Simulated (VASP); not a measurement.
# MgO (P6_3/mmc) in VASP: further runs, part 2 of 2

VASP 6.6.1. Earlier steps stand in the parts before.

### Step 4. Single point, PBE (volume scaled by 0.94, then relaxed in part)

Input file INCAR:

```
SYSTEM = MgO
ALGO     = Normal         ! electronic algorithm
EDIFF    = 1E-7           ! SCF threshold, eV
ENCUT    = 520            ! plane-wave cutoff, eV
GGA      = PE             ! functional
ISIF     = 2              ! what is computed and relaxed
ISMEAR   = 0              ! smearing method
LASPH    = .True.         ! aspherical terms in the spheres
LCHARG   = .False.        ! write CHGCAR
LREAL    = .False.        ! projectors in reciprocal space
LWAVE    = .False.        ! write WAVECAR
NBANDS   = 16             ! bands
NELM     = 80             ! most SCF steps
PREC     = Accurate       ! precision mode
SIGMA    = 0.02           ! smearing width, eV
```

Input file KPOINTS:

```
k-points
0
Gamma
  9 9 6
  0 0 0
```

Input file POSCAR:

```
MgO
1.0
    3.4462600149      0.0000000000      0.0000000000
   -1.7231300075      2.9845487210      0.0000000000
    0.0000000000      0.0000000000      4.1575453036
Mg O
2 2
Direct
    0.6666666667      0.3333333333      0.7500000000
    0.3333333333      0.6666666667      0.2500000000
    0.6666666667      0.3333333333      0.2500000000
    0.3333333333      0.6666666667      0.7500000000
```

Potentials or basis: VASP PAW PBE potentials, release 64 (Mg, O).

Launch:

```console
$ cat potpaw_PBE.64/Mg/POTCAR potpaw_PBE.64/O/POTCAR > POTCAR
$ mpirun -np 1 vasp_std > vasp.out
```

OUTCAR:

```text
SYSTEM = MgO
   EDIFF = 1E-7
   ENCUT = 520
   GGA = PE
   ISIF = 2
   ISMEAR = 0
   LASPH = .True.
   LREAL = .False.
   NELM = 80
   PREC = Accurate

 ion  position               nearest neighbor table
   1  0.667  0.333  0.750-   4 1.99   4 1.99   4 1.99   3 2.08   3 2.08   2 2.88   2 2.88   2 2.88
                             2 2.88   2 2.88   2 2.88
   2  0.333  0.667  0.250-   3 1.99   3 1.99   3 1.99   4 2.08   4 2.08   1 2.88   1 2.88   1 2.88
                             1 2.88   1 2.88   1 2.88
   3  0.667  0.333  0.250-   2 1.99   2 1.99   2 1.99   1 2.08   1 2.08
   4  0.333  0.667  0.750-   1 1.99   1 1.99   1 1.99   2 2.08   2 2.08

  LATTYP: Found a hexagonal cell.
 ALAT       =     3.4462600149
 C/A-ratio  =     1.2063933904

  Lattice vectors:

 A1 = (   3.4462600149,   0.0000000000,   0.0000000000)
 A2 = (  -1.7231300075,   2.9845487210,   0.0000000000)
 A3 = (   0.0000000000,   0.0000000000,   4.1575453036)

Analysis of symmetry for initial positions (statically):
=====================================================================
 Subroutine PRICEL returns:
 Original cell was already a primitive cell.

 Routine SETGRP: Setting up the symmetry group for a
 hexagonal supercell.
[... 171 lines left out ...]

  energy without entropy =      -23.61006767  energy(sigma->0) =      -23.61006767

 E-fermi :   2.2950     XC(G=0): -10.2013

 val. band max:        2.2067119198   @ k =   0.0000   0.0000   0.0000
 cond. band min:       5.7829742321   @ k =   0.0000   0.0000   0.0000
 fundamental gap:      3.5762623123
 Fermi energy:         2.2949932345

 k-point     1 :       0.0000    0.0000    0.0000
  band No.  band energies     occupation
      1     -14.8674      2.00000
      2     -13.4045      2.00000
      3      -1.5611      2.00000
      4       0.4156      2.00000
      5       0.4156      2.00000
      6       1.3485      2.00000
[... 433 lines left out ...]
      3      -1.4072      2.00000
      4      -0.6856      2.00000
      5      -0.6856      2.00000
      6       0.9762      2.00000
[... 8 lines left out ...]
     15      16.4224      0.00000
     16      19.0959      0.00000

 [... further k-points ...]
[... 5 lines left out ...]
  --------------------------------------------------------------------------------------
  -------------------------------------------------------------------------------------
  Total        2.2174586      2.2174586      2.1725254     -0.0000000     -0.0000000      0.0000000
  in kB       83.0811311     83.0811311     81.3976256     -0.0000000     -0.0000000      0.0000000
  external PRESSURE =      82.5199626 kB  Pullay stress =       0.0000000 kB

 VOLUME and BASIS-vectors are now :
 -----------------------------------------------------------------------------
  energy-cutoff  :      520.00
  volume of cell :       42.76
      direct lattice vectors                 reciprocal lattice vectors
     3.446260015  0.000000000  0.000000000     0.290169632  0.167529515  0.000000000
    -1.723130008  2.984548721  0.000000000     0.000000000  0.335059030  0.000000000
     0.000000000  0.000000000  4.157545304     0.000000000  0.000000000  0.240526543

 POSITION                                       TOTAL-FORCE (eV/Angst)
 -----------------------------------------------------------------------------------
      1.72313      0.99485      3.11816        -0.000000      0.000000      0.000000
     -0.00000      1.98970      1.03939         0.000000     -0.000000      0.000000
      1.72313      0.99485      1.03939        -0.000000      0.000000      0.000000
     -0.00000      1.98970      3.11816        -0.000000     -0.000000     -0.000000
 -----------------------------------------------------------------------------------
    total drift:                               -0.000000      0.000000     -0.000000

  FREE ENERGIE OF THE ION-ELECTRON SYSTEM (eV)
  ---------------------------------------------------
  free  energy   TOTEN  =       -23.6100676732 eV

  energy  without entropy=      -23.6100676732  energy(sigma->0) =      -23.61006767
```

Wall time 24 s (1 thread of Intel Xeon 6975P-C (Granite Rapids), shared host); peak memory 0.18 GiB.

What came out:

```
Free energy            : -23.6101 eV
Pressure               : 8.3 GPa
Band gap on the k mesh : 3.58 eV, direct
```

Levels at points of the mesh, in eV from the valence-band top:
```tsv
k point	band 5	band 6	band 7	band 8	band 9	band 10	band 11	band 12
(0.00, 0.00, 0.00)	-1.79	-0.86	-0.86	0.00	3.58	9.69	12.42	12.77
(0.00, 0.00, 0.50)	-1.34	-1.34	-1.34	-1.34	6.61	6.61	13.13	13.13
```

Caveat: the cell differs from its parent crystal (volume scaled by 0.94, then relaxed in part).

### Step 5. Single point, PBE

This run uses another cell than the first one, of 10.99 Å³/atom, 1.099 times its volume.

Input file INCAR:

```
ALGO = Normal ; EDIFF = 1E-7
ENCUT = 520 ; GGA = PE
ISIF = 2 ; ISMEAR = 0
LASPH = True ; LCHARG = False
LREAL = False ; LWAVE = False
NBANDS = 16 ; NELM = 100
PREC = Accurate ; SIGMA = 0.02
```

Input file KPOINTS:

```
k-points
0
Gamma
  9 9 6
```

Input file POSCAR:

```
MgO
1.0
    3.4863778627      0.0000000000      0.0000000000
   -1.7431889314      3.0192917963      0.0000000000
    0.0000000000      0.0000000000      4.1780412200
Mg O
2 2
Direct
    0.6666666700      0.3333333300      0.7500000000
    0.3333333300      0.6666666700      0.2500000000
    0.6666666700      0.3333333300      0.2500000000
    0.3333333300      0.6666666700      0.7500000000
```

Launch:

```console
$ cat potpaw_PBE.64/Mg/POTCAR potpaw_PBE.64/O/POTCAR > POTCAR
$ mpirun -np 1 vasp_std > vasp.out
```

It took 18 s on 1 thread of Intel Xeon 6975P-C (Granite Rapids), shared host; peak memory 0.18 GiB.

Results (log left out):

```
Free energy            : -23.6572 eV
Pressure               : 4.0 GPa
Band gap on the k mesh : 3.44 eV, direct
```

Stress tensor (GPa, compression positive):
```
3.74 0.00 0.00
0.00 3.74 0.00
0.00 0.00 4.67
```

Levels at points of the mesh, in eV from the valence-band top:
| k point | band 4 | band 5 | band 6 | band 7 | band 8 | band 9 | band 10 | band 11 | band 12 | band 13 |
| --- | --- | --- | --- | --- | --- | --- | --- | --- | --- | --- |
| (0.00, 0.00, 0.00) | -1.74 | -1.74 | -0.80 | -0.80 | 0.00 | 3.44 | 9.49 | 12.26 | 12.54 | 12.54 |
| (0.00, 0.00, 0.50) | -2.43 | -1.29 | -1.29 | -1.29 | -1.29 | 6.47 | 6.47 | 12.90 | 12.90 | 12.90 |

### Step 6. Single point, PBE (volume scaled by 0.97, then relaxed in part)

Input file INCAR:

```
  PREC = Accurate
  ENCUT = 520
  EDIFF = 1E-7
  ISMEAR = 0
  SIGMA = 0.02
  LREAL = False
  LASPH = True
  NELM = 80
  ALGO = Normal
  ISIF = 2
  LWAVE = False
  LCHARG = True
  GGA = PE
  LELF = True
  LVHAR = True
  NBANDS = 16
```

Input file KPOINTS:

```
Automatic mesh
0
Gamma
  9 9 6
```

Input file POSCAR:

```
MgO
1.0
    3.4837041852      0.0000000000      0.0000000000
   -1.7418520926      3.0169763236      0.0000000000
    0.0000000000      0.0000000000      4.1985024677
Mg O
2 2
Direct
    0.6666666667      0.3333333333      0.7500000000
    0.3333333333      0.6666666667      0.2500000000
    0.6666666667      0.3333333333      0.2500000000
    0.3333333333      0.6666666667      0.7500000000
```

Potentials or basis: VASP PAW PBE potentials, release 64 (Mg, O).

Launch:

```console
$ cat potpaw_PBE.64/Mg/POTCAR potpaw_PBE.64/O/POTCAR > POTCAR
$ mpirun -np 1 vasp_std > vasp.out
```

Run time: 15 s. Hardware: 1 thread of Intel Xeon 6975P-C (Granite Rapids), shared host; peak memory 0.18 GiB.

Results (log left out):

```yaml
Free_energy: -23.6612 eV
Pressure: 3.5 GPa
Band_gap_on_the_k_mesh: 3.41 eV, direct
```

Stress tensor (GPa, compression positive):
```
3.59 0.00 0.00
0.00 3.59 0.00
0.00 0.00 3.44
```

Levels at points of the mesh, in eV from the valence-band top:
| k point | band 4 | band 5 | band 6 | band 7 | band 8 | band 9 | band 10 | band 11 | band 12 | band 13 |
| --- | --- | --- | --- | --- | --- | --- | --- | --- | --- | --- |
| (0.00, 0.00, 0.00) | -1.73 | -1.73 | -0.81 | -0.81 | 0.00 | 3.41 | 9.43 | 12.18 | 12.55 | 12.55 |
| (0.00, 0.00, 0.50) | -2.42 | -1.29 | -1.29 | -1.29 | -1.29 | 6.44 | 6.44 | 12.91 | 12.91 | 12.91 |

Caveat: the cell differs from its parent crystal (volume scaled by 0.97, then relaxed in part).

### Step 7. Overview

| cell | gap on the mesh (eV) | pressure (GPa) |
| --- | --- | --- |
| a = 3.369, b = 3.369, c = 4.072 Å, angles 90.0, 90.0, 120.0°, 4 atoms | 3.92 | 20.2 |
| a = 3.408, b = 3.408, c = 4.115 Å, angles 90.0, 90.0, 120.0°, 4 atoms | 3.75 | 13.8 |
| a = 3.446, b = 3.446, c = 4.158 Å, angles 90.0, 90.0, 120.0°, 4 atoms | 3.58 | 8.3 |
| a = 3.486, b = 3.486, c = 4.178 Å, angles 90.0, 90.0, 120.0°, 4 atoms | 3.44 | 4.0 |
| a = 3.484, b = 3.484, c = 4.199 Å, angles 90.0, 90.0, 120.0°, 4 atoms | 3.41 | 3.5 |

Alike in all rows: task single point; level PBE; potentials or basis VASP PAW PBE potentials, release 64 (Mg, O); no spin polarisation; k mesh 9 × 9 × 6; cutoff (eV) 520; smearing gaussian 0.02 eV.

Total energies depend on the potentials used, so only differences within one code and one set of settings carry meaning.
